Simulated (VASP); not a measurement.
# CdSe (P6_3mc) in VASP: a series of runs, part 2 of 2

VASP 6.6.1.

**3. Single point, r2SCAN (strain +4.0%)**

POSCAR

```
CdSe
1.0
    4.5143526119      0.0000000000      0.0000000000
   -2.2571763059      3.9095440436      0.0000000000
    0.0000000000      0.0000000000      7.3597118217
Cd Se
2 2
Direct
    0.3333333333      0.6666666667     -0.0006513753
    0.6666666667      0.3333333333      0.4993486247
    0.3333333333      0.6666666667      0.3756513753
    0.6666666667      0.3333333333      0.8756513753
```

INCAR.step1

```
SYSTEM = CdSe
ALGO = Normal
EDIFF = 1E-5
ENCUT = 550
GGA = PE
GGA_COMPAT = .FALSE.
ISMEAR = 0
LASPH = .TRUE.
LCHARG = .FALSE.
LREAL = .FALSE.
LWAVE = .TRUE.
NBANDS = 26
NELM = 120
PREC = Accurate
SIGMA = 0.01
```

INCAR.step2

```
SYSTEM = CdSe
ALGO = Normal
EDIFF = 1E-6
ENCUT = 550
GGA_COMPAT = .FALSE.
ISIF = 2
ISMEAR = 0
ISTART = 1
LASPH = .TRUE.
LCHARG = .FALSE.
LMIXTAU = .TRUE.
LREAL = .FALSE.
LWAVE = .FALSE.
METAGGA = R2SCAN
NBANDS = 26
NELM = 120
PREC = Accurate
SIGMA = 0.01
```

KPOINTS

```
k-points
0
G
  12 12 4
  0 0 0
```

Potentials or basis: VASP PAW PBE potentials, release 64 (Cd, Se).

Run with:

```
$ cat potpaw_PBE.64/Cd/POTCAR potpaw_PBE.64/Se/POTCAR > POTCAR
$ cp INCAR.step1 INCAR
$ mpirun -np 1 vasp_std > vasp.out
$ cp INCAR.step2 INCAR
$ mpirun -np 1 vasp_std > vasp.out
```

OUTCAR:

```text
SYSTEM = CdSe
   EDIFF = 1E-6
   ENCUT = 550
   ISIF = 2
   ISMEAR = 0
   ISTART = 1
   LASPH = .TRUE.
   LREAL = .FALSE.
   METAGGA = R2SCAN
   NELM = 120
   PREC = Accurate

 ion  position               nearest neighbor table
   1  0.333  0.667  0.999-   4 2.76   4 2.76   4 2.76   3 2.77
   2  0.667  0.333  0.499-   3 2.76   3 2.76   3 2.76   4 2.77
   3  0.333  0.667  0.376-   2 2.76   2 2.76   2 2.76   1 2.77
   4  0.667  0.333  0.876-   1 2.76   1 2.76   1 2.76   2 2.77

  LATTYP: Found a hexagonal cell.
 ALAT       =     4.5143526119
 C/A-ratio  =     1.6302917504

  Lattice vectors:

 A1 = (   4.5143526119,   0.0000000000,   0.0000000000)
 A2 = (  -2.2571763059,   3.9095440436,   0.0000000000)
 A3 = (   0.0000000000,   0.0000000000,   7.3597118217)

Analysis of symmetry for initial positions (statically):
=====================================================================
 Subroutine PRICEL returns:
 Original cell was already a primitive cell.

 Routine SETGRP: Setting up the symmetry group for a
[... 172 lines left out ...]

  energy without entropy =      -71.61799291  energy(sigma->0) =      -71.61799291

 E-fermi :  -0.3418     XC(G=0):  -8.7515

 val. band max:       -0.3898866144   @ k =   0.0000   0.0000   0.0000
 cond. band min:       0.4222572614   @ k =   0.0000   0.0000   0.0000
 fundamental gap:      0.8121438758
 Fermi energy:        -0.3417986744

 k-point     1 :       0.0000    0.0000    0.0000
  band No.  band energies     occupation
      1     -12.6860      2.00000
      2     -12.4166      2.00000
      3      -8.1898      2.00000
      4      -8.1871      2.00000
      5      -8.1871      2.00000
      6      -8.1397      2.00000
[... 685 lines left out ...]
     25       7.2529      0.00000
     26       8.3795      0.00000

 [... further k-points ...]

------------------------ aborting loop because EDIFF is reached ----------------------------------------

  FORCE on cell =-STRESS in cart. coord.  units (eV):
  Direction    XX          YY          ZZ          XY          YZ          ZX
  --------------------------------------------------------------------------------------
  -------------------------------------------------------------------------------------
  Total       -3.6426047     -3.6426047     -3.6594323     -0.0000000      0.0000000      0.0000000
  in kB      -44.9303944    -44.9303944    -45.1379577     -0.0000000      0.0000000      0.0000000
  external PRESSURE =     -44.9995821 kB  Pullay stress =       0.0000000 kB

 VOLUME and BASIS-vectors are now :
 -----------------------------------------------------------------------------
  energy-cutoff  :      550.00
  volume of cell :      129.89
      direct lattice vectors                 reciprocal lattice vectors
     4.514352612  0.000000000  0.000000000     0.221515705  0.127892152  0.000000000
    -2.257176306  3.909544044  0.000000000     0.000000000  0.255784303  0.000000000
     0.000000000  0.000000000  7.359711822     0.000000000  0.000000000  0.135874885

 POSITION                                       TOTAL-FORCE (eV/Angst)
 -----------------------------------------------------------------------------------
     -0.00000      2.60636      7.35492        -0.000000      0.000000     -0.000334
      2.25718      1.30318      3.67506         0.000000     -0.000000     -0.000334
     -0.00000      2.60636      2.76469         0.000000      0.000000      0.000334
      2.25718      1.30318      6.44454        -0.000000      0.000000      0.000334
 -----------------------------------------------------------------------------------
    total drift:                               -0.000000      0.000000      0.003998

  FREE ENERGIE OF THE ION-ELECTRON SYSTEM (eV)
  ---------------------------------------------------
  free  energy   TOTEN  =       -71.6179929085 eV

  energy  without entropy=      -71.6179929085  energy(sigma->0) =      -71.61799291
```

OUTCAR.step1:

```text
SYSTEM = CdSe
   EDIFF = 1E-5
   ENCUT = 550
   GGA = PE
   ISMEAR = 0
   LASPH = .TRUE.
   LREAL = .FALSE.
   NELM = 120
[... 926 lines left out ...]
      2.25718      1.30318      3.67506         0.000000     -0.000000      0.002569
     -0.00000      2.60636      2.76469         0.000000      0.000000     -0.002569
      2.25718      1.30318      6.44454         0.000000     -0.000000     -0.002569
 -----------------------------------------------------------------------------------
    total drift:                               -0.000000      0.000000      0.000451

  FREE ENERGIE OF THE ION-ELECTRON SYSTEM (eV)
  ---------------------------------------------------
  free  energy   TOTEN  =       -10.8921036082 eV

  energy  without entropy=      -10.8921036082  energy(sigma->0) =      -10.89210361
```

OSZICAR.step1:

```text
N       E                     dE             d eps       ncg     rms          rms(c)
DAV:   1     0.238740839771E+03    0.23874E+03   -0.17162E+04  2964   0.127E+03
DAV:   2     0.175895347380E+01   -0.23698E+03   -0.22929E+03  3322   0.304E+02
DAV:   3    -0.115839065696E+02   -0.13343E+02   -0.13265E+02  3452   0.708E+01
DAV:   4    -0.117059549325E+02   -0.12205E+00   -0.12194E+00  3290   0.657E+00
DAV:   5    -0.117067333245E+02   -0.77839E-03   -0.77837E-03  3422   0.505E-01    0.658E+00
DAV:   6    -0.109195367606E+02    0.78720E+00   -0.13656E+00  3118   0.100E+01    0.546E+00
DAV:   7    -0.108907078620E+02    0.28829E-01   -0.39908E-01  3110   0.315E+00    0.249E+00
DAV:   8    -0.108916458927E+02   -0.93803E-03   -0.28560E-02  3094   0.161E+00    0.334E-01
DAV:   9    -0.108917382856E+02   -0.92393E-04   -0.49526E-03  3300   0.687E-01    0.826E-02
DAV:  10    -0.108920327135E+02   -0.29443E-03   -0.68523E-04  3048   0.240E-01    0.681E-02
DAV:  11    -0.108921133354E+02   -0.80622E-04   -0.17086E-04  3098   0.691E-02    0.179E-02
DAV:  12    -0.108921020564E+02    0.11279E-04   -0.23245E-05  2724   0.362E-02    0.545E-03
DAV:  13    -0.108921036082E+02   -0.15518E-05   -0.70484E-06  2178   0.121E-02
   1 F= -.10892104E+02 E0= -.10892104E+02  d E =-.115714E-11
```

Wall time 4.9 min (1 thread of Intel Xeon 6975P-C (Granite Rapids), shared host); peak memory 0.4 GiB.

What came out:

| Property | Result |
| --- | --- |
| Free energy | -71.6180 eV |
| Pressure | -4.5 GPa |
| Band gap on the k mesh | 0.81 eV |

Levels at points of the mesh, in eV from the valence-band top:
```csv
k point,band 16,band 17,band 18,band 19,band 20,band 21
"(0.00, 0.00, 0.00)",-0.03,0.00,0.00,0.81,2.46,6.33
"(0.50, 0.00, 0.00)",-1.44,-1.01,-0.58,3.33,3.64,5.10
"(0.00, 0.00, 0.50)",-0.30,-0.30,-0.30,2.49,2.49,6.05
"(0.50, 0.00, 0.50)",-1.06,-1.04,-1.04,3.21,3.21,5.19
```

Caveat: the cell differs from its parent crystal (strain +4.0%); the cell stands under tension; the PAW data sets were made with another functional, which shifts forces and pressure a little. A k mesh can miss the band edges.
